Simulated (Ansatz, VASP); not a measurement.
N in VASP and in Ansatz

```
N
1.0
     5.56052    0.00000    0.00000
     0.00000    5.56052    0.00000
     0.00000    0.00000    5.56052
N
8
Direct
  0.05740 0.44260 0.55740
  0.44260 0.55740 0.05740
  0.55740 0.05740 0.44260
  0.94260 0.94260 0.94260
  0.94260 0.55740 0.44260
  0.55740 0.44260 0.94260
  0.44260 0.94260 0.55740
  0.05740 0.05740 0.05740
```

Alike in both runs: task relaxation of cell and atoms; functional PBE; k mesh 5 × 5 × 5; occupations fermi-dirac, width 0.05 eV; no spin polarisation.

|  | VASP | Ansatz |
| --- | --- | --- |
| version | VASP 6.6.1 | Ansatz 0.2.0 |
| potentials or method | VASP PAW PBE potentials, release 64 (N) | Ansatz PAW |
| plane-wave cutoff (eV) | 600 | 420 |
| valence electrons in the cell | 40 | 40 |

Ansatz gave:

- gap on the k mesh at the Fermi level, each at its own relaxed structure (eV): 7.66
- relaxed volume (Å³/atom): 28.14
- relaxed length of the cell vector where the two differ most in proportion (Å): 6.083

Estimate VASP's values.

gap on the k mesh at the Fermi level, each at its own relaxed structure (eV): 7.40; relaxed volume (Å³/atom): 25.74; relaxed length of the cell vector where the two differ most in proportion (Å): 5.905.

One of these differences is far larger than is usual between the two programs; its cause wasn't traced.

Noted on VASP's run: the standard files for N, O and F lose accuracy on very short bonds; the volume moved by over 15 % at a fixed basis, so the end points are rough. Noted on Ansatz's run: the volume moved by over 15 % at a fixed basis, so the end points are rough; odd divisions of the mesh miss points on the zone boundary, where band edges often lie, so the gap on the mesh can be too wide; the plane-wave basis is chosen anew once the cell has moved, so the energies of steps on either side of that aren't comparable.
